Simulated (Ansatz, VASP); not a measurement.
One calculation of Hg, two programs

```
CELL_PARAMETERS angstrom
0.00000 3.37332 3.37332
3.37332 0.00000 3.37332
3.37332 3.37332 0.00000
ATOMIC_POSITIONS crystal
Hg 0.87500 0.87500 0.87500
Hg 0.12500 0.12500 0.12500
```

Change from the starting cell: volume scaled by 0.68, LAPW.

Alike in both runs: task single point; functional PBE; k mesh 11 × 11 × 11; occupations fermi-dirac, width 0.05 eV; no spin polarisation.

|  | VASP | Ansatz |
| --- | --- | --- |
| version | VASP 6.6.1 | Ansatz 0.2.0 |
| potentials or method | VASP PAW PBE potentials, release 64 (Hg), cutoff 520 eV | all-electron LAPW, scalar-relativistic |

VASP gave:

```
pressure (GPa) : 1.6
```

Estimate Ansatz's values.

pressure (GPa): 1.4.

Ansatz ran all-electron here, and VASP with PAW potentials.

Spin-orbit coupling is off throughout.
